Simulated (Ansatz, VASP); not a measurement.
**One calculation of Te2Mo2Pt, two programs**

INCAR

```
SYSTEM = Te2Mo2Pt
PREC = Accurate
ENCUT = 520
EDIFF = 1E-7
ISMEAR = 0
SIGMA = 0.1
LREAL = .False.
LASPH = .True.
NELM = 150
ALGO = Normal
ISIF = 2
LWAVE = .False.
LCHARG = .True.
ISPIN = 2
MAGMOM = 0 0 0 0 1 1 1 1 0 0
LORBIT = 11
LMAXMIX = 4
GGA = PE
LELF = .True.
LVHAR = .True.
NBANDS = 65
```

File KPOINTS:

```
Automatic mesh
0
Gamma
  4 4 4
  0 0 0
```

The input POSCAR:

```
Te2Mo2Pt
1.0
    7.0756100377      0.0000000000      0.0000000000
    0.0000000000      7.0756100377      0.0000000000
    0.0000000000      0.0000000000      3.9019770110
Te Mo Pt
4 4 2
Direct
    0.6628828116      0.1628828116      0.5000000000
    0.3371171884      0.8371171884      0.5000000000
    0.1628828116      0.3371171884      0.5000000000
    0.8371171884      0.6628828116      0.5000000000
    0.1281823495      0.6281823495      0.0000000000
    0.8718176505      0.3718176505      0.0000000000
    0.6281823495      0.8718176505      0.0000000000
    0.3718176505      0.1281823495      0.0000000000
    0.0000000000      0.0000000000      0.0000000000
    0.5000000000      0.5000000000      0.0000000000
```

Input for Ansatz:

```yaml
crystal:
  lattice:
    - [7.0756100377, 0.0, 0.0]
    - [0.0, 7.0756100377, 0.0]
    - [0.0, 0.0, 3.901977011]
  atoms:
    - { symbol: Te, position: [0.6628828116, 0.1628828116, 0.5] }
    - { symbol: Te, position: [0.3371171884, 0.8371171884, 0.5] }
    - { symbol: Te, position: [0.1628828116, 0.3371171884, 0.5] }
    - { symbol: Te, position: [0.8371171884, 0.6628828116, 0.5] }
    - { symbol: Mo, position: [0.1281823495, 0.6281823495, 0.0], spin: 1.0 }
    - { symbol: Mo, position: [0.8718176505, 0.3718176505, 0.0], spin: 1.0 }
    - { symbol: Mo, position: [0.6281823495, 0.8718176505, 0.0], spin: 1.0 }
    - { symbol: Mo, position: [0.3718176505, 0.1281823495, 0.0], spin: 1.0 }
    - { symbol: Pt, position: [0.0, 0.0, 0.0] }
    - { symbol: Pt, position: [0.5, 0.5, 0.0] }
basis:
  ecutwfc: 420
kpoints:
  mp_grid: { grid: [4, 4, 4] }
hamiltonian:
  xc: pbe
scf:
  occupations: { method: gaussian, width: 0.1 }
  lower_state_search: "off"
output:
  forces: true
  stress: true
  eigenvalues: true
  populations: true
magnetization:
  spin_polarized: true
```

Change from the starting cell: species swapped into the Ce2InCu2 type (P4/mbm, No. 127).

Alike in both runs: task single point; functional PBE; k mesh 4 × 4 × 4; occupations gaussian, width 0.1 eV; collinear spin.

|  | VASP | Ansatz |
| --- | --- | --- |
| version | VASP 6.6.1 | Ansatz 0.2.0 |
| potentials or method | VASP PAW PBE potentials, release 64 (Te, Mo_sv, Pt), cutoff 520 eV | scalar-relativistic, plane waves, PAW |
| valence electrons in the cell | 100 | 156 |

```tsv
	VASP	Ansatz	Ansatz less VASP
gap on the k mesh at the Fermi level (eV)	none	none	-
pressure (GPa)	0.0	0.0	+0.03
traceless stress, the component that is largest in VASP (GPa)	-0.10	-0.07	+0.027
rms of the force components (eV/Å)	0.079	0.071	-0.0071
net moment per atom (μB)	0.00	0.00	0.000
```

Atom by atom the forces differ by 0.007 eV/Å (rms over components). A gap of «none» marks a metal or a gap that the smearing closes. With one functional, cell and mesh, what is left measures potentials, basis and numerics. VASP's potentials hold 100 valence electrons a cell and Ansatz's 156, so a difference there can come from the potentials and not from the codes. Ansatz's warnings: seeded moment not kept.

The k mesh is coarse, so the values compare programs but aren't converged. Neither program's run includes spin-orbit coupling.
